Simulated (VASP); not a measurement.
Here is a VASP 6.6.1 calculation.

Contents of POSCAR:

```
C
1.0
    2.4060301715      0.0000000000      0.0000000000
   -1.2030150858      2.0836832508      0.0000000000
    0.0000000000      0.0000000000      8.3497993649
C
2
Direct
    0.6666666667      0.3333333333      0.0000000000
    0.3333333333      0.6666666667      0.0000000000
```

File INCAR.step1:

```
SYSTEM = C
PREC = Accurate ; ENCUT = 520
ISMEAR = -1 ; SIGMA = 0.05
LREAL = .FALSE. ; LASPH = .TRUE.
NELM = 60 ; NBANDS = 11
GGA = PE ; ALGO = Normal
EDIFF = 1E-4 ; LWAVE = .TRUE.
LCHARG = .FALSE.
```

INCAR.step2

```
SYSTEM = C
PREC = Accurate ; ENCUT = 520
EDIFF = 1E-6 ; ISMEAR = -1
SIGMA = 0.05 ; LREAL = .FALSE.
LASPH = .TRUE. ; NELM = 60
ALGO = Normal ; ISIF = 2
LWAVE = .FALSE. ; LCHARG = .TRUE.
METAGGA = R2SCAN ; LMIXTAU = .TRUE.
LELF = .TRUE. ; LVHAR = .TRUE.
NBANDS = 11 ; ISTART = 1
```

KPOINTS

```
Automatic mesh
0
G
  12 12 3
  0 0 0
```

Potentials or basis: VASP PAW PBE potentials, release 64 (C).

Launch:

```sh
$ cat potpaw_PBE.64/C/POTCAR > POTCAR
$ cp INCAR.step1 INCAR
$ mpirun -np 1 vasp_std > vasp.out
$ cp INCAR.step2 INCAR
$ mpirun -np 1 vasp_std > vasp.out
```

Q: Predict the band gap on the k mesh.

A: Zero (filled and empty bands touch).
